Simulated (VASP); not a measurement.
# SiC (Moissanite 3C) (F-43m) in VASP: further runs

The runs below take SiC (Moissanite 3C) through single point, relaxation of cell and atoms, with PBE.

Program: VASP 6.6.1. These are calculated values, not measurements. Logs are shortened: lines on timing, memory, paths and dates and some standing lists are left out, and cuts for length are marked.

## Step 1: The cell of the first run

The structure is cubic, space group F-43m (No. 216). The conventional cell has a = 4.329 Å, b = 4.329 Å, c = 4.329 Å, α = 90.00°, β = 90.00°, γ = 90.00°. Si (site symmetry -43m) has 4 C at 1.87 Å within 2.5 Å. Within 2.5 Å of C (site symmetry -43m) lie 4 Si at 1.87 Å.

## Step 2: Single point, PBE

INCAR

```
SYSTEM = SiC
PREC     = Accurate       ! precision mode
ENCUT    = 520            ! plane-wave cutoff, eV
EDIFF    = 1E-7           ! SCF threshold, eV
ISMEAR   = 0              ! smearing method
SIGMA    = 0.05           ! smearing width, eV
LREAL    = .FALSE.        ! projectors in reciprocal space
LASPH    = .TRUE.         ! aspherical terms in the spheres
NELM     = 80             ! most SCF steps
ALGO     = Normal         ! electronic algorithm
ISIF     = 2              ! what is computed and relaxed
LWAVE    = .FALSE.        ! write WAVECAR
LCHARG   = .FALSE.        ! write CHGCAR
GGA      = PE             ! functional
NBANDS   = 11             ! bands
```

KPOINTS

```
Automatic mesh
0
G
  8 8 8
  0 0 0
```

POSCAR

```
SiC
1.0
    0.0000000000      2.1644102368      2.1644102368
    2.1644102368      0.0000000000      2.1644102368
    2.1644102368      2.1644102368      0.0000000000
Si C
1 1
Direct
    0.0000000000      0.0000000000      0.0000000000
    0.2500000000      0.2500000000      0.2500000000
```

Potentials or basis: VASP PAW PBE potentials, release 64 (Si, C).

Started as:

```bash
cat potpaw_PBE.64/Si/POTCAR potpaw_PBE.64/C/POTCAR > POTCAR
mpirun -np 1 vasp_std > vasp.out
```

OUTCAR:

```text
SYSTEM = SiC
   PREC = Accurate
   ENCUT = 520
   EDIFF = 1E-7
   ISMEAR = 0
   LREAL = .FALSE.
   LASPH = .TRUE.
   NELM = 80
   ISIF = 2
   GGA = PE

 ion  position               nearest neighbor table
   1  0.000  0.000  0.000-   2 1.87   2 1.87   2 1.87   2 1.87
   2  0.250  0.250  0.250-   1 1.87   1 1.87   1 1.87   1 1.87

  LATTYP: Found a face centered cubic cell.
 ALAT       =     4.3288204736

  Lattice vectors:

 A1 = (   0.0000000000,   2.1644102368,   2.1644102368)
 A2 = (   2.1644102368,   0.0000000000,   2.1644102368)
 A3 = (   2.1644102368,   2.1644102368,   0.0000000000)

Analysis of symmetry for initial positions (statically):
=====================================================================
 Subroutine PRICEL returns:
 Original cell was already a primitive cell.

 Routine SETGRP: Setting up the symmetry group for a
 face centered cubic supercell.

 Subroutine GETGRP returns: Found 24 space group operations
 (whereof 24 operations were pure point group operations)
 out of a pool of 48 trial point group operations.

The static configuration has the point symmetry T_d .

Analysis of symmetry for dynamics (positions and initial velocities):
=====================================================================
 Subroutine PRICEL returns:
 Original cell was already a primitive cell.

 Routine SETGRP: Setting up the symmetry group for a
 face centered cubic supercell.

 Subroutine GETGRP returns: Found 24 space group operations
 (whereof 24 operations were pure point group operations)
 out of a pool of 48 trial point group operations.

The dynamic configuration has the point symmetry T_d .

 Subroutine INISYM returns: Found 24 space group operations
 (whereof 24 operations are pure point group operations),
 and found     1 'primitive' translations

----------------------------------------------------------------------------------------

                                     Primitive cell

  volume of cell :      20.2791

  direct lattice vectors                    reciprocal lattice vectors
     0.000000000  2.164410237  2.164410237    -0.231009811  0.231009811  0.231009811
     2.164410237  0.000000000  2.164410237     0.231009811 -0.231009811  0.231009811
     2.164410237  2.164410237  0.000000000     0.231009811  0.231009811 -0.231009811

  length of vectors
     3.060938311  3.060938311  3.060938311     0.400120730  0.400120730  0.400120730

  position of ions in fractional coordinates (direct lattice)
     0.000000000  0.000000000  0.000000000
     0.250000000  0.250000000  0.250000000

  ion indices of the primitive-cell ions
   primitive index   ion index
                 1           1
                 2           2

----------------------------------------------------------------------------------------

 KPOINTS: Automatic mesh

Automatic generation of k-mesh.
 Grid dimensions read from file:
 generate k-points for:    8    8    8

 Generating k-lattice:

  Cartesian coordinates                     Fractional coordinates (reciprocal lattice)
    -0.028876226  0.028876226  0.028876226     0.125000000  0.000000000  0.000000000
     0.028876226 -0.028876226  0.028876226     0.000000000  0.125000000  0.000000000
     0.028876226  0.028876226 -0.028876226     0.000000000  0.000000000  0.125000000

  Length of vectors
     0.050015091  0.050015091  0.050015091

  Shift w.r.t. Gamma in fractional coordinates (k-lattice)
     0.000000000  0.000000000  0.000000000

 Subroutine IBZKPT returns following result:
 ===========================================

 Found     29 irreducible k-points:

 Following reciprocal coordinates:
            Coordinates               Weight
  0.000000  0.000000  0.000000      1.000000
  0.125000  0.000000  0.000000      8.000000
  0.250000  0.000000  0.000000      8.000000
  0.375000  0.000000  0.000000      8.000000
  0.500000  0.000000  0.000000      4.000000
  0.125000  0.125000  0.000000      6.000000
[... 16 lines left out ...]
  0.500000  0.250000  0.125000     48.000000
 -0.375000  0.250000  0.125000     24.000000
 [... further k-points ...]
   k-points           NKPTS =     29   k-points in BZ     NKDIM =     29   number of bands    NBANDS=     11
   number of dos      NEDOS =    301   number of ions     NIONS =      2
   total plane-waves  NPLWV =  13824
   dimension x,y,z NGX =    24 NGY =   24 NGZ =   24
   dimension x,y,z NGXF=    48 NGYF=   48 NGZF=   48
   ions per type =               1   1
   NGX,Y,Z   is equivalent  to a cutoff of  13.03, 13.03, 13.03 a.u.
   NGXF,Y,Z  is equivalent  to a cutoff of  26.07, 26.07, 26.07 a.u.
 SYSTEM =  SiC
   PREC   = accura    normal or accurate (medium, high low for compatibility)
   ISTART =      0    job   : 0-new  1-cont  2-samecut
   ICHARG =      2    charge: 1-file 2-atom 10-const
   ISPIN  =      1    spin polarized calculation?
   LNONCOLLINEAR =      F non collinear calculations
   LSORBIT =      F    spin-orbit coupling
   LASPH  =      T    aspherical Exc in radial PAW
   ENCUT  =  520.0 eV  38.22 Ry    6.18 a.u.   5.69  5.69  5.69*2*pi/ulx,y,z
   NELM   =     80;   NELMIN=  2; NELMDL= -5     # of ELM steps
   EDIFF  = 0.1E-06   stopping-criterion for ELM
   LREAL  =      F    real-space projection
   EDIFFG = 0.1E-05   stopping-criterion for IOM
   NSW    =      0    number of steps for IOM
   IBRION =     -1    ionic relax: 0-MD 1-quasi-New 2-CG
   NFREE  =      0    steps in history (QN), initial steepest desc. (CG)
   ISIF   =      2    stress and relaxation
   ISYM   =      2    0-nonsym 1-usesym 2-fastsym
   POTIM  = 0.5000    time-step for ionic-motion
   TEBEG  =    0.0;   TEEND  =   0.0 temperature during run
   PSTRESS=    0.0 pullay stress
   NELECT =       8.0000    total number of electrons
   NUPDOWN=      -1.0000    fix difference up-down
   EMIN   =  10.00;   EMAX   =-10.00  energy-range for DOS
   EFERMI =   0.00;   METHOD = LEGACY
   ISMEAR =     0;   SIGMA  =   0.05  broadening in eV -4-tet -1-fermi 0-gaus
   EFERMI_NEDOS =   21; number of points for ismear=-14 and -15
   IALGO  =     38    algorithm
   IMIX   =      4    mixing-type and parameters
     AMIX     =   0.40;   BMIX     =  1.00
     AMIX_MAG =   1.60;   BMIX_MAG =  1.00
  volume/ion in A,a.u.               =      10.14        68.43
  Fermi-wavevector in a.u.,A,eV,Ry     =   1.200665  2.268928 19.614116  1.441597
  Thomas-Fermi vector in A             =   2.336495
   LORBIT       =      0    0 simple, 1 ext, 2 COOP (PROOUT), +10 PAW based schemes
   GGA     = PE    functional components
   LHFCALC =     F    Hartree Fock is set to
   AEXX    =    0.0000 exact exchange contribution
   IVDW    =     0    specifies the selected vdW correction
   LEPSILON=     F    determine dielectric tensor
   LRPA    =     F    only Hartree local field effects (RPA)
 non-spin polarized calculation
 Gauss-broadening in eV      SIGMA  =   0.05
  energy-cutoff  :      520.00
  volume of cell :       20.28
 maximum number of plane-waves:       568
   NGX = 11   NGY = 11   NGZ = 11

 number of electron       8.0000000 magnetization

 Free energy of the ion-electron system (eV)
  ---------------------------------------------------
  ext. energy  EPLUGINS =         0.00000000
  ---------------------------------------------------
  free energy    TOTEN  =       -15.04228657 eV

  energy without entropy =      -15.04228657  energy(sigma->0) =      -15.04228657

 E-fermi :   8.5655     XC(G=0): -11.4442

 val. band max:        8.3356754851   @ k =   0.0000   0.0000   0.0000
 cond. band min:       9.6728390840   @ k =   0.5000   0.5000   0.0000
 fundamental gap:      1.3371635988
 Fermi energy:         8.5654520278

 k-point     1 :       0.0000    0.0000    0.0000
  band No.  band energies     occupation
      1      -7.2271      2.00000
      2       8.3357      2.00000
      3       8.3357      2.00000
      4       8.3357      2.00000
      5      14.8063      0.00000
      6      15.7838      0.00000
      7      15.7838      0.00000
      8      15.7838      0.00000
      9      22.9600      0.00000
     10      22.9600      0.00000
     11      25.1311      0.00000

 k-point     2 :       0.1250    0.0000    0.0000
  band No.  band energies     occupation
      1      -6.9175      2.00000
      2       6.8462      2.00000
      3       8.1341      2.00000
      4       8.1341      2.00000
      5      15.0013      0.00000
      6      16.1389      0.00000
      7      16.1389      0.00000
      8      16.3510      0.00000
      9      21.7198      0.00000
     10      21.7198      0.00000
     11      24.5605      0.00000

 k-point     3 :       0.2500    0.0000    0.0000
  band No.  band energies     occupation
      1      -6.0116      2.00000
      2       4.0085      2.00000
      3       7.7276      2.00000
      4       7.7276      2.00000
      5      14.5043      0.00000
      6      16.3708      0.00000
      7      16.3708      0.00000
      8      17.8684      0.00000
      9      21.5638      0.00000
     10      21.5638      0.00000
     11      23.6555      0.00000

 k-point     4 :       0.3750    0.0000    0.0000
  band No.  band energies     occupation
      1      -4.6309      2.00000
      2       1.2295      2.00000
      3       7.3990      2.00000
      4       7.3990      2.00000
      5      14.0935      0.00000
      6      15.9095      0.00000
      7      15.9095      0.00000
      8      18.4901      0.00000
      9      23.6096      0.00000
     10      23.6096      0.00000
     11      24.1001      0.00000
[... 239 lines left out ...]
 k-point    22 :       0.3750    0.2500    0.1250
  band No.  band energies     occupation
      1      -5.2242      2.00000
      2       3.8284      2.00000
      3       5.4449      2.00000
      4       7.0549      2.00000
      5      13.7708      0.00000
      6      16.1011      0.00000
      7      16.9589      0.00000
      8      18.5768      0.00000
      9      20.7431      0.00000
     10      24.5177      0.00000
     11      27.9732      0.00000

 k-point    23 :       0.5000    0.2500    0.1250
  band No.  band energies     occupation
      1      -3.8974      2.00000
      2       1.7651      2.00000
      3       4.7042      2.00000
      4       6.3939      2.00000
      5      13.6888      0.00000
      6      16.0725      0.00000
      7      17.6969      0.00000
      8      18.9495      0.00000
      9      21.9091      0.00000
     10      25.0389      0.00000
     11      27.9119      0.00000

 k-point    24 :      -0.3750    0.2500    0.1250
  band No.  band energies     occupation
      1      -2.9263      2.00000
      2       0.4177      2.00000
      3       4.5962      2.00000
      4       6.0496      2.00000
      5      13.6257      0.00000
      6      15.7532      0.00000
      7      18.6522      0.00000
      8      19.5120      0.00000
      9      21.9589      0.00000
     10      24.7416      0.00000
     11      27.9082      0.00000

 [... further k-points ...]
[... 5 lines left out ...]
  --------------------------------------------------------------------------------------
  -------------------------------------------------------------------------------------
  Total        1.0034855      1.0034855      1.0034855      0.0000000      0.0000000      0.0000000
  in kB       79.2817011     79.2817011     79.2817011      0.0000000      0.0000000      0.0000000
  external PRESSURE =      79.2817011 kB  Pullay stress =       0.0000000 kB

 VOLUME and BASIS-vectors are now :
 -----------------------------------------------------------------------------
  energy-cutoff  :      520.00
  volume of cell :       20.28
      direct lattice vectors                 reciprocal lattice vectors
     0.000000000  2.164410237  2.164410237    -0.231009811  0.231009811  0.231009811
     2.164410237  0.000000000  2.164410237     0.231009811 -0.231009811  0.231009811
     2.164410237  2.164410237  0.000000000     0.231009811  0.231009811 -0.231009811

 POSITION                                       TOTAL-FORCE (eV/Angst)
 -----------------------------------------------------------------------------------
      0.00000      0.00000      0.00000         0.000000      0.000000     -0.000000
      1.08221      1.08221      1.08221        -0.000000     -0.000000      0.000000
 -----------------------------------------------------------------------------------
    total drift:                                0.000000      0.000000      0.000000

  FREE ENERGIE OF THE ION-ELECTRON SYSTEM (eV)
  ---------------------------------------------------
  free  energy   TOTEN  =       -15.0422865684 eV

  energy  without entropy=      -15.0422865684  energy(sigma->0) =      -15.04228657
```

It took 5 s on 1 thread of AMD EPYC 7R13 (Zen 3), shared host; peak memory 0.1 GiB.

Results:

```
Free energy            : -15.0423 eV
Pressure               : 7.9 GPa
Band gap on the k mesh : 1.34 eV, indirect (least direct gap 4.56 eV)
```

A k mesh can miss the band edges.

## Step 3: Relaxation of cell and atoms, PBE

This run uses another cell than the first one, of 10.35 Å³/atom, 1.020 times its volume.

INCAR

```
PREC = Accurate
ENCUT = 600
EDIFF = 1E-6
ISMEAR = 0
SIGMA = 0.05
LREAL = False
LASPH = True
NELM = 100
ALGO = Normal
ISIF = 3
LWAVE = False
LCHARG = False
GGA = PE
IBRION = 2
NSW = 80
EDIFFG = -0.02
```

KPOINTS

```
Automatic mesh
0
Gamma
  8 8 8
```

POSCAR

```
SiC
1.0
    0.0000000000      2.1790000000      2.1790000000
    2.1790000000      0.0000000000      2.1790000000
    2.1790000000      2.1790000000      0.0000000000
Si C
1 1
Direct
    0.0000000000      0.0000000000      0.0000000000
    0.2500000000      0.2500000000      0.2500000000
```

Potentials or basis: VASP PAW PBE potentials, release 64 (Si, C).

Started as:

```bash
cat potpaw_PBE.64/Si/POTCAR potpaw_PBE.64/C/POTCAR > POTCAR
mpirun -np 1 vasp_std > vasp.out
```

Wall time 11 s (1 thread of AMD EPYC 7R13 (Zen 3), shared host); peak memory 0.12 GiB.

It converged, with:

* Free energy: -15.0608 eV
* Relaxed volume: 10.49 Å³/atom
* Relaxed cell: a = 3.096 Å, b = 3.096 Å, c = 3.096 Å, α = 60.00°, β = 60.00°, γ = 60.00°
* Space group after relaxing (to 0.05 Å): F-43m (No. 216)
* Energy gained by relaxing: 1.4 meV/atom
* Ionic steps: 3
* Pressure after relaxing: 0.0 GPa
* Band gap on the k mesh: 1.37 eV, indirect (least direct gap 4.53 eV)

Step by step:
```csv
step,energy change (eV),largest force (eV/Å),pressure (GPa),volume (Å³)
1,0.0000,0.0000,3.09,20.69
2,0.0002,0.0000,-3.01,21.29
3,-0.0028,0.0000,0.01,20.99
```

Final structure:
```yaml
crystal:
  lattice:
    - [0.00000, 2.18926, 2.18926]
    - [2.18926, 0.00000, 2.18926]
    - [2.18926, 2.18926, 0.00000]
  atoms:
    - { symbol: Si, position: [0.00000, 0.00000, 0.00000] }
    - { symbol: C, position: [0.25000, 0.25000, 0.25000] }
```

Levels at points of the mesh, in eV from the valence-band top:
```
           k point  band 1  band 2  band 3  band 4  band 5  band 6  band 7  band 8
(0.00, 0.00, 0.00)  -15.29    0.00    0.00    0.00    6.07    7.21    7.21    7.21
(0.50, 0.00, 0.00)  -11.78   -8.46   -1.05   -1.05    5.31    7.17    7.17    9.98
(0.50, 0.50, 0.00)  -10.34   -7.75   -3.16   -3.16    1.37    4.27   13.87   13.87
```

A k mesh can miss the band edges. PBE usually gives volumes a little too large and moduli too small.

## Step 4: Relaxation of cell and atoms, PBE, target pressure 2 GPa, at which the enthalpy is minimised

This run uses another cell than the first one, of 10.35 Å³/atom, 1.020 times its volume.

INCAR

```
SYSTEM = SiC
ALGO     = Normal         ! electronic algorithm
EDIFF    = 1E-6           ! SCF threshold, eV
EDIFFG   = -0.02          ! ionic threshold
ENCUT    = 600            ! plane-wave cutoff, eV
GGA      = PE             ! functional
IBRION   = 2              ! ionic algorithm
ISIF     = 3              ! what is computed and relaxed
ISMEAR   = 0              ! smearing method
LASPH    = .TRUE.         ! aspherical terms in the spheres
LCHARG   = .FALSE.        ! write CHGCAR
LREAL    = .FALSE.        ! projectors in reciprocal space
LWAVE    = .FALSE.        ! write WAVECAR
NELM     = 60             ! most SCF steps
NSW      = 80             ! ionic steps
PREC     = Accurate       ! precision mode
PSTRESS  = 20.0         
SIGMA    = 0.05           ! smearing width, eV
```

KPOINTS

```
k-points
0
G
  8 8 8
  0 0 0
```

POSCAR is that of step 3.

Started as:

```bash
cat potpaw_PBE.64/Si/POTCAR potpaw_PBE.64/C/POTCAR > POTCAR
mpirun -np 1 vasp_std > vasp.out
```

It took 10 s on 1 thread of AMD EPYC 7R13 (Zen 3), shared host; peak memory 0.12 GiB.

Results (log left out):

```
Free energy                                            : -15.0596 eV
Relaxed volume                                         : 10.40 Å³/atom
Relaxed cell                                           : a = 3.087 Å, b = 3.087 Å, c = 3.087 Å, α = 60.00°, β = 60.00°, γ = 60.00°
Space group after relaxing (to 0.05 Å)                 : F-43m (No. 216)
Energy change on relaxing (the enthalpy is what falls) : -0.8 meV/atom
Ionic steps                                            : 3
Pressure after relaxing                                : 2.0 GPa
Band gap on the k mesh                                 : 1.36 eV, indirect (least direct gap 4.54 eV)
```

The path:
```
step  energy change (eV)  largest force (eV/Å)  pressure (GPa)  volume (Å³)
   1              0.0000                0.0000            3.09        20.69
   2             -0.0026                0.0000            0.85        20.90
   3             -0.0016                0.0000            2.01        20.79
```

Final structure:
```cif
data_structure
_symmetry_space_group_name_H-M 'P 1'
_symmetry_Int_Tables_number 1
_cell_length_a 3.0865
_cell_length_b 3.0865
_cell_length_c 3.0865
_cell_angle_alpha 60.000
_cell_angle_beta 60.000
_cell_angle_gamma 60.000
_cell_volume 20.79
loop_
_atom_site_label
_atom_site_type_symbol
_atom_site_fract_x
_atom_site_fract_y
_atom_site_fract_z
_atom_site_occupancy
Si1 Si 0.00000 0.00000 0.00000 1
C1 C 0.25000 0.25000 0.25000 1
```

Levels at points of the mesh, in eV from the valence-band top:
| k point | band 1 | band 2 | band 3 | band 4 | band 5 | band 6 | band 7 | band 8 |
| --- | --- | --- | --- | --- | --- | --- | --- | --- |
| (0.00, 0.00, 0.00) | -15.37 | 0.00 | 0.00 | 0.00 | 6.18 | 7.27 | 7.27 | 7.27 |
| (0.50, 0.00, 0.00) | -11.82 | -8.51 | -1.05 | -1.05 | 5.39 | 7.21 | 7.21 | 10.03 |
| (0.50, 0.50, 0.00) | -10.37 | -7.78 | -3.18 | -3.18 | 1.36 | 4.31 | 13.98 | 13.98 |

Caveat: the cell is relaxed towards a set pressure, so the enthalpy falls and the energy may rise. PBE usually gives volumes a little too large and moduli too small.

(Continued in part 2 of 2.)
